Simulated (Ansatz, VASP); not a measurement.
## One calculation of Co, two programs

File INCAR:

```
ALGO = Normal ; EDIFF = 1E-7
ENCUT = 520 ; GGA = PE
ISIF = 2 ; ISMEAR = -1
ISPIN = 2 ; LASPH = True
LCHARG = True ; LELF = True
LMAXMIX = 4 ; LORBIT = 11
LREAL = False ; LVHAR = True
LWAVE = False ; MAGMOM = 1.93 1.93
NBANDS = 20 ; NELM = 150
PREC = Accurate ; SIGMA = 0.1
```

File KPOINTS:

```
k-points
0
Gamma
  13 13 13
```

The input POSCAR:

```
Co
1.0
    3.5863000000      1.7931500000      1.7931500000
    1.7931500000      3.5863000000      1.7931500000
    1.7931500000      1.7931500000      3.5863000000
Co
2
Direct
    0.0000000000      0.0000000000      0.0000000000
    0.5000000000      0.5000000000      0.5000000000
```

Input for Ansatz:

```yaml
crystal:
  lattice:
    - [3.5863, 1.79315, 1.79315]
    - [1.79315, 3.5863, 1.79315]
    - [1.79315, 1.79315, 3.5863]
  atoms:
    - { symbol: Co, position: [0.0, 0.0, 0.0] }
    - { symbol: Co, position: [0.5, 0.5, 0.5] }
hamiltonian:
  xc: pbe
  pseudopotentials: { kind: paw }
basis:
  ecutwfc: 420
kpoints:
  mp_grid: { grid: [13, 13, 13] }
scf:
  occupations: { method: fermi_dirac, width: 0.1 }
  lower_state_search: "off"
output:
  forces: true
  stress: true
magnetization:
  spin_polarized: true
```

Alike in both runs: task single point; functional PBE; k mesh 13 × 13 × 13; occupations fermi-dirac, width 0.1 eV; collinear spin.

```csv
,VASP,Ansatz
version,VASP 6.6.1,Ansatz 0.2.0
potentials or method,"VASP PAW PBE potentials, release 64 (Co), cutoff 520 eV","PAW, plane waves, scalar-relativistic"
valence electrons in the cell,18,34
```

|  | VASP | Ansatz | Ansatz less VASP |
| --- | --- | --- | --- |
| pressure (GPa) | -10.6 | -10.2 | +0.43 |
| traceless stress, the component that is largest in VASP (GPa) | 0.11 | 0.11 | -0.002 |
| net moment per atom (μB) | 1.67 | 1.68 | +0.011 |
| size of the moment on the site where the two differ most (μB) | 1.70 | 1.75 | +0.056 |

Site moments also hang on the region over which each program counts them. VASP's potentials hold 18 valence electrons a cell and Ansatz's 34, so a difference there can come from the potentials and not from the codes. Ansatz's warnings: no starting moments.
